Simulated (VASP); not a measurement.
Runs of VASP 6.6.1 on CuI. The structure is that of space group Pm-3m (No. 221), or close to it. The cells are those of the table. 

```tsv
task	level	potentials or basis	cell	k mesh	cutoff (eV)	gap on the mesh (eV)	pressure (GPa)
single point	r2SCAN	VASP PAW PBE potentials, release 64 (Cu, I)	a = 3.661 Å, 2 atoms	8 × 8 × 8	520	none	0.0
relaxation of cell and atoms	PBEsol	VASP PAW PBE potentials, release 64 (Cu, I)	relaxed from a = 3.649 Å, 2 atoms	6 × 6 × 6	600	none	0.0
single point	PBEsol	VASP PAW PBE potentials, release 64 (Cu, I)	a = 3.556 Å, 2 atoms	6 × 6 × 6	520	none	0.1
single point	LDA	VASP PAW LDA potentials, release 64 (Cu, I)	a = 3.661 Å, 2 atoms	8 × 8 × 8	520	none	(a)
single point	PBE	VASP PAW PBE potentials, release 64 (Cu, I)	a = 3.661 Å, 2 atoms	8 × 8 × 8	520	none	-0.1
```

Alike in all rows: no spin polarisation; smearing fermi-dirac 0.02 eV.

**Question.** Fill in the values left out.

**Answer.** (a) -5.2.

Caveats: spin-orbit coupling is left out, which moves the levels of the heavy elements; semilocal functionals often make such compounds metallic where correlation or magnetic order opens a gap, which also shifts bond lengths; the PAW data sets were made with another functional, which shifts forces and pressure a little (some runs).

A k mesh can miss the band edges, and the runs leave out spin-orbit coupling on I.

A gap of «none» marks levels without a gap at the run's occupations.
